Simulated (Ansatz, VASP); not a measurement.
**Ta: VASP beside Ansatz**

```
Ta
1.0
    -1.62143    1.62143    1.62143
     1.62143   -1.62143    1.62143
     1.62143    1.62143   -1.62143
Ta
1
Cartesian
  0.0000 0.0000 0.0000
```

Change from the starting cell: volume scaled by 0.9405.

Alike in both runs: task single point; functional LDA; k mesh 14 × 14 × 14; occupations fermi-dirac, width 0.05 eV; no spin polarisation.

|  | VASP | Ansatz |
| --- | --- | --- |
| version | VASP 6.6.1 | Ansatz 0.2.0 |
| potentials or method | VASP PAW LDA potentials, release 64 (Ta_pv), cutoff 520 eV | all-electron LAPW, scalar-relativistic |

Ansatz gave:

| Quantity | Value |
| --- | --- |
| pressure (GPa) | 2.4 |

Problem. Estimate VASP's values.

Solution. Pressure (GPa): 3.6.

LDA's correlation is that of Perdew and Zunger in VASP and of Perdew and Wang (1992) in Ansatz. Ansatz ran all-electron here, and VASP with PAW potentials.

Spin-orbit coupling is off throughout.
